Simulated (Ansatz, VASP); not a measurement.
One calculation of Be2C, two programs

```
Be C
1.0
     0.00000    2.24835    2.24835
     2.24835    0.00000    2.24835
     2.24835    2.24835    0.00000
Be C
2 1
Direct
  0.25000 0.25000 0.25000
  0.75000 0.75000 0.75000
  0.00000 0.00000 0.00000
```

Alike in both runs: task single point; functional PBE; dispersion D3(BJ); k mesh 8 × 8 × 8; no spin polarisation.

|  | VASP | Ansatz |
| --- | --- | --- |
| version | VASP 6.6.1 | Ansatz 0.2.0 |
| potentials or method | VASP PAW PBE potentials, release 64 (Be, C), cutoff 600 eV | plane waves, PAW |
| occupations | gaussian, width 0.01 eV | fixed |
| valence electrons in the cell | 8 | 8 |

VASP gave:

| Property | Result |
| --- | --- |
| pressure (GPa) | -24.7 |

**Question.** What did Ansatz give for the same quantities?

**Answer.** Pressure (GPa): -24.9.
